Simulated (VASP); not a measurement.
Fe, 1 atom in the cell. Symmetry: Im-3m, No. 229, cubic system. Conventional cell: a = 2.886 Å, b = 2.886 Å, c = 2.886 Å, α = 90.00°, β = 90.00°, γ = 90.00°. Fe (site symmetry m-3m) has 14 Fe at 2.50 to 2.89 Å within 3.3 Å. 

- Program: VASP 6.6.1
- Task: single point
- Functional: PBEsol
- Dispersion: D4
- Potentials or basis: VASP PAW PBE potentials, release 64 (Fe_sv)
- Cutoff: 690 eV
- k mesh: 13 × 13 × 13
- Occupations: fermi-dirac, width 0.05 eV
- Spin: collinear spin, ferromagnetic start
- Starting moments: [3.0] μB
- Dipole correction: no
- Further INCAR settings: ALGO = Normal; EDIFF = 1e-06; NBANDS = 18

Potentials or basis: VASP PAW PBE potentials, release 64 (Fe_sv).

Command:

```bash
$ cat potpaw_PBE.64/Fe_sv/POTCAR > POTCAR
$ mpirun -np 1 vasp_std > vasp.out
```

Hardware: 1 thread of Intel(R) Xeon(R) 6975P-C (Granite Rapids), on a shared host.

Q: How long does it take, and how much memory?

A: Wall time 33 s on 1 thread of Intel(R) Xeon(R) 6975P-C (Granite Rapids), with other jobs on the host, peak memory 0.17 GiB. Counts: scf iterations 13, k points 84.
